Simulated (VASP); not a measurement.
Write the native input for VASP 6.6.1 that does the following.

- Task: single point
- Functional: PBEsol
- Potentials or basis: VASP PAW PBE potentials, release 64 (Os)
- Cutoff: 520 eV
- k mesh: 10 × 10 × 10
- Occupations: methfessel-paxton, width 0.1 eV
- Spin: no spin polarisation
- Dipole correction: no
- Further INCAR settings: ALGO = Normal; EDIFF = 1e-06; NBANDS = 10

The structure of Os lies in POSCAR:

```
Os
1.0
    0.0000000000      1.8951060435      1.8951060435
    1.8951060435      0.0000000000      1.8951060435
    1.8951060435      1.8951060435      0.0000000000
Os
1
Direct
    0.0000000000      0.0000000000      0.0000000000
```

One way to write it, as run:

INCAR

```
SYSTEM = Os
PREC     = Accurate       ! precision mode
ENCUT    = 520            ! plane-wave cutoff, eV
EDIFF    = 1E-6           ! SCF threshold, eV
ISMEAR   = 1              ! smearing method
SIGMA    = 0.1            ! smearing width, eV
LREAL    = .FALSE.        ! projectors in reciprocal space
LASPH    = .TRUE.         ! aspherical terms in the spheres
NELM     = 60             ! most SCF steps
ALGO     = Normal         ! electronic algorithm
ISIF     = 2              ! what is computed and relaxed
LWAVE    = .FALSE.        ! write WAVECAR
LCHARG   = .FALSE.        ! write CHGCAR
GGA      = PS             ! functional
NBANDS   = 10             ! bands
```

KPOINTS

```
regular mesh
0
G
  10 10 10
  0 0 0
```

Potentials or basis: VASP PAW PBE potentials, release 64 (Os).

Command:

```sh
$ cat potpaw_PBE.64/Os/POTCAR > POTCAR
$ mpirun -np 1 vasp_std > vasp.out
```

Results of the run:

The pressure is 12.2 GPa and the band gap on the k mesh is zero (band 4 reaches 12.19 eV, above the bottom of band 5 at 7.99 eV).

Caveat: the PAW data sets were made with another functional, which shifts forces and pressure a little; spin-orbit coupling is left out, which moves the levels of the heavy elements.

It took 5.1 s on 1 thread of AMD EPYC 9R45 96-Core Processor (Zen 5) (shared host), peak memory 0.1 GiB.
